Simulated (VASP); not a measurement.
Wanted: the native input for a VASP 6.6.1 run.

```
Task                   : single point
Functional             : PBEsol
Potentials or basis    : VASP PAW PBE potentials, release 64 (Cd, S)
Cutoff                 : 520 eV
k mesh                 : 9 × 9 × 4
Occupations            : gaussian, width 0.01 eV
Spin                   : no spin polarisation
Dipole correction      : no
Further INCAR settings : ALGO = Normal; EDIFF = 1e-06; NBANDS = 26
```

The structure of CdS (x) lies in POSCAR:

```
CdS
1.0
    4.1370000000      0.0000000000      0.0000000000
   -2.0685000000      3.5827470955      0.0000000000
    0.0000000000      0.0000000000      6.7160000000
Cd S
2 2
Direct
    0.3333333333      0.6666666667     -0.0553523530
    0.6666666667      0.3333333333      0.4446476470
    0.3333333333      0.6666666667      0.4323523530
    0.6666666667      0.3333333333      0.9323523530
```

One way to write it, as run:

INCAR

```
PREC     = Accurate       # precision mode
ENCUT    = 520            # plane-wave cutoff, eV
EDIFF    = 1E-6           # SCF threshold, eV
ISMEAR   = 0              # smearing method
SIGMA    = 0.01           # smearing width, eV
LREAL    = F              # projectors in reciprocal space
LASPH    = T              # aspherical terms in the spheres
NELM     = 80             # most SCF steps
ALGO     = Normal         # electronic algorithm
ISIF     = 2              # what is computed and relaxed
LWAVE    = F              # write WAVECAR
LCHARG   = F              # write CHGCAR
GGA      = PS             # functional
NBANDS   = 26             # bands
```

KPOINTS

```
regular mesh
0
Gamma
  9 9 4
```

Potentials or basis: VASP PAW PBE potentials, release 64 (Cd, S).

The run is started by

```sh
$ cat potpaw_PBE.64/Cd/POTCAR potpaw_PBE.64/S/POTCAR > POTCAR
$ mpirun -np 1 vasp_std > vasp.out
```

Results of the run:

```yaml
Pressure: 3.8 GPa
Largest_force: 0.179 eV/Å
Band_gap_on_the_k_mesh: 1.35 eV, direct
```

Caveat: the PAW data sets were made with another functional, which shifts forces and pressure a little.

It took 89 s on 1 thread of Intel(R) Xeon(R) Platinum 8375C CPU @ 2.90GHz (Ice Lake), with other jobs on the host, peak memory 0.25 GiB.
